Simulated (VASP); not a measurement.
# GaGe2Se (P-3m1) in VASP: single point with PBE

Aim: the single point of GaGe2Se with PBE.

All numbers are computed with VASP 6.6.1; they aren't measurements. Logs are shortened: lines on timing, memory, paths and dates and some standing lists are left out, and cuts for length are marked.

## (1) The cell of the first run

It takes space group P-3m1 (No. 164, trigonal). The conventional cell has a = 3.867 Å, b = 3.867 Å, c = 6.646 Å, α = 90.00°, β = 90.00°, γ = 120.00°. Within 3.6 Å of Ga (site symmetry -3m) lie 6 Ge at 2.74 Å and 2 Se at 3.32 Å. Ge (site symmetry 3m) has 3 Ga at 2.74 Å and 3 Se at 2.83 Å within 3.6 Å. Se (site symmetry -3m) has 6 Ge at 2.83 Å and 2 Ga at 3.32 Å within 3.7 Å.

## (2) Single point, PBE

File INCAR:

```
ALGO     = Normal         # electronic algorithm
EDIFF    = 1E-7           # SCF threshold, eV
ENCUT    = 520            # plane-wave cutoff, eV
GGA      = PE             # functional
ISIF     = 2              # what is computed and relaxed
ISMEAR   = 0              # smearing method
LASPH    = T              # aspherical terms in the spheres
LCHARG   = F              # write CHGCAR
LREAL    = F              # projectors in reciprocal space
LWAVE    = F              # write WAVECAR
NBANDS   = 32             # bands
NELM     = 100            # most SCF steps
PREC     = Accurate       # precision mode
SIGMA    = 0.1            # smearing width, eV
```

File KPOINTS:

```
k-points
0
Gamma
  6 6 4
```

File POSCAR:

```
GaGe2Se
1.0
    3.8669467900      0.0000000000      0.0000000000
   -1.9334734000      3.3488741600      0.0000000000
    0.0000000000      0.0000000000      6.6461797100
Ga Ge Se
1 2 1
Direct
    0.0000000000      0.0000000000      0.0000000000
    0.3333333300      0.6666666700      0.2386363400
    0.6666666700      0.3333333300      0.7613636600
    0.0000000000      0.0000000000      0.5000000000
```

Potentials or basis: VASP PAW PBE potentials, release 64 (Ga_d, Ge_d, Se).

On the command line:

```bash
$ cat potpaw_PBE.64/Ga_d/POTCAR potpaw_PBE.64/Ge_d/POTCAR potpaw_PBE.64/Se/POTCAR > POTCAR
$ mpirun -np 1 vasp_std > vasp.out
```

OUTCAR:

```text
EDIFF = 1E-7
   ENCUT = 520
   GGA = PE
   ISIF = 2
   ISMEAR = 0
   LASPH = T
   LREAL = F
   NELM = 100
   PREC = Accurate

 ion  position               nearest neighbor table
   1  0.000  0.000  0.000-   2 2.74   3 2.74   3 2.74   2 2.74   3 2.74   2 2.74
   2  0.333  0.667  0.239-   1 2.74   1 2.74   1 2.74   4 2.83   4 2.83   4 2.83
   3  0.667  0.333  0.761-   1 2.74   1 2.74   1 2.74   4 2.83   4 2.83   4 2.83
   4  0.000  0.000  0.500-   2 2.83   3 2.83   3 2.83   2 2.83   3 2.83   2 2.83

  LATTYP: Found a hexagonal cell.
 ALAT       =     3.8669467900
 C/A-ratio  =     1.7187150667

  Lattice vectors:

 A1 = (   3.8669467900,   0.0000000000,   0.0000000000)
 A2 = (  -1.9334734000,   3.3488741600,   0.0000000000)
 A3 = (   0.0000000000,   0.0000000000,   6.6461797100)

Analysis of symmetry for initial positions (statically):
=====================================================================
 Subroutine PRICEL returns:
 Original cell was already a primitive cell.

 Routine SETGRP: Setting up the symmetry group for a
 hexagonal supercell.

 Subroutine GETGRP returns: Found 12 space group operations
 (whereof 12 operations were pure point group operations)
 out of a pool of 24 trial point group operations.

The static configuration has the point symmetry D_3d.

Analysis of symmetry for dynamics (positions and initial velocities):
=====================================================================
 Subroutine PRICEL returns:
 Original cell was already a primitive cell.

 Routine SETGRP: Setting up the symmetry group for a
 hexagonal supercell.

 Subroutine GETGRP returns: Found 12 space group operations
 (whereof 12 operations were pure point group operations)
 out of a pool of 24 trial point group operations.

The dynamic configuration has the point symmetry D_3d.

 Subroutine INISYM returns: Found 12 space group operations
 (whereof 12 operations are pure point group operations),
 and found     1 'primitive' translations

----------------------------------------------------------------------------------------

                                     Primitive cell
[... 87 lines left out ...]
   ICHARG =      2    charge: 1-file 2-atom 10-const
   ISPIN  =      1    spin polarized calculation?
   LNONCOLLINEAR =      F non collinear calculations
   LSORBIT =      F    spin-orbit coupling
   LASPH  =      T    aspherical Exc in radial PAW
   ENCUT  =  520.0 eV  38.22 Ry    6.18 a.u.   7.19  7.19 12.36*2*pi/ulx,y,z
   NELM   =    100;   NELMIN=  2; NELMDL= -5     # of ELM steps
   EDIFF  = 0.1E-06   stopping-criterion for ELM
   LREAL  =      F    real-space projection
   EDIFFG = 0.1E-05   stopping-criterion for IOM
   NSW    =      0    number of steps for IOM
   IBRION =     -1    ionic relax: 0-MD 1-quasi-New 2-CG
   NFREE  =      0    steps in history (QN), initial steepest desc. (CG)
   ISIF   =      2    stress and relaxation
   ISYM   =      2    0-nonsym 1-usesym 2-fastsym
   POTIM  = 0.5000    time-step for ionic-motion
   TEBEG  =    0.0;   TEEND  =   0.0 temperature during run
   PSTRESS=    0.0 pullay stress
   NELECT =      47.0000    total number of electrons
   NUPDOWN=      -1.0000    fix difference up-down
   EMIN   =  10.00;   EMAX   =-10.00  energy-range for DOS
   EFERMI =   0.00;   METHOD = LEGACY
   ISMEAR =     0;   SIGMA  =   0.10  broadening in eV -4-tet -1-fermi 0-gaus
   EFERMI_NEDOS =   21; number of points for ismear=-14 and -15
   IALGO  =     38    algorithm
   IMIX   =      4    mixing-type and parameters
     AMIX     =   0.40;   BMIX     =  1.00
     AMIX_MAG =   1.60;   BMIX_MAG =  1.00
  volume/ion in A,a.u.               =      21.52       145.20
  Fermi-wavevector in a.u.,A,eV,Ry     =   1.338118  2.528676 24.362045  1.790560
  Thomas-Fermi vector in A             =   2.466613
   LORBIT       =      0    0 simple, 1 ext, 2 COOP (PROOUT), +10 PAW based schemes
   GGA     = PE    functional components
   LHFCALC =     F    Hartree Fock is set to
   AEXX    =    0.0000 exact exchange contribution
   IVDW    =     0    specifies the selected vdW correction
   LEPSILON=     F    determine dielectric tensor
   LRPA    =     F    only Hartree local field effects (RPA)
 non-spin polarized calculation
 Gauss-broadening in eV      SIGMA  =   0.10
  energy-cutoff  :      520.00
  volume of cell :       86.07
 maximum number of plane-waves:      2348
 NGX is ok and might be reduce to    30
   NGX = 15   NGY = 15   NGZ = 25

 number of electron      46.9999982 magnetization

 Free energy of the ion-electron system (eV)
  ---------------------------------------------------
  ext. energy  EPLUGINS =         0.00000000
  ---------------------------------------------------
  free energy    TOTEN  =       -14.83203902 eV

  energy without entropy =      -14.82182323  energy(sigma->0) =      -14.82693112

 E-fermi :   5.0923     XC(G=0): -10.3445

 val. band max:        5.0920617772   @ k =   0.1667   0.0000   0.0000
 cond. band min:       5.1026992366   @ k =   0.3333   0.0000   0.0000
 fundamental gap:      0.0106374595
 Fermi energy:         5.0923460299

 k-point     1 :       0.0000    0.0000    0.0000
  band No.  band energies     occupation
      1     -19.7041      2.00000
      2     -19.7041      2.00000
      3     -19.7020      2.00000
      4     -19.7009      2.00000
      5     -19.7009      2.00000
      6     -19.7002      2.00000
[... 829 lines left out ...]
     31      12.1582      0.00000
     32      14.2720      0.00000

------------------------ aborting loop because EDIFF is reached ----------------------------------------

  FORCE on cell =-STRESS in cart. coord.  units (eV):
  Direction    XX          YY          ZZ          XY          YZ          ZX
  --------------------------------------------------------------------------------------
  -------------------------------------------------------------------------------------
  Total       -0.4386902     -0.4386902      0.9600425      0.0000000      0.0000000      0.0000000
  in kB       -8.1663775     -8.1663775     17.8715381      0.0000000      0.0000000      0.0000000
  external PRESSURE =       0.5129277 kB  Pullay stress =       0.0000000 kB

 VOLUME and BASIS-vectors are now :
 -----------------------------------------------------------------------------
  energy-cutoff  :      520.00
  volume of cell :       86.07
      direct lattice vectors                 reciprocal lattice vectors
     3.866946790  0.000000000  0.000000000     0.258601955  0.149303909  0.000000000
    -1.933473400  3.348874160  0.000000000     0.000000000  0.298607816  0.000000000
     0.000000000  0.000000000  6.646179710     0.000000000  0.000000000  0.150462377

 POSITION                                       TOTAL-FORCE (eV/Angst)
 -----------------------------------------------------------------------------------
      0.00000      0.00000      0.00000         0.000000      0.000000      0.000000
     -0.00000      2.23258      1.58602        -0.000000      0.000000     -0.239595
      1.93347      1.11629      5.06016         0.000000     -0.000000      0.239595
      0.00000      0.00000      3.32309         0.000000      0.000000      0.000000
 -----------------------------------------------------------------------------------
    total drift:                               -0.000000      0.000000     -0.000000

  FREE ENERGIE OF THE ION-ELECTRON SYSTEM (eV)
  ---------------------------------------------------
  free  energy   TOTEN  =       -14.8320390229 eV

  energy  without entropy=      -14.8218232260  energy(sigma->0) =      -14.82693112
```

stdout:

```text
POSCAR found type information on POSCAR GaGeSe
 POSCAR found :  3 types and       4 ions
 scaLAPACK will be used
 LDA part: xc-table for (Slater+PW92), standard interpolation
 POSCAR, INCAR and KPOINTS ok, starting setup
 FFT: planning ... GRIDC
 FFT: planning ... GRID_SOFT
 FFT: planning ... GRID
 WAVECAR not read
 entering main loop
```

Wall time 1.7 min (1 thread of Intel Xeon Platinum 8259CL at 2.50GHz (Skylake/Cascade Lake), shared host); peak memory 0.23 GiB.

Results:

```yaml
Free_energy: -14.8320 eV
Pressure: 0.1 GPa
Largest_force: 0.240 eV/Å
```

Forces on the atoms (eV/Å):
```
Ga   0.000  0.000  0.000
Ge   0.000  0.000 -0.240
Ge   0.000  0.000  0.240
Se   0.000  0.000  0.000
```
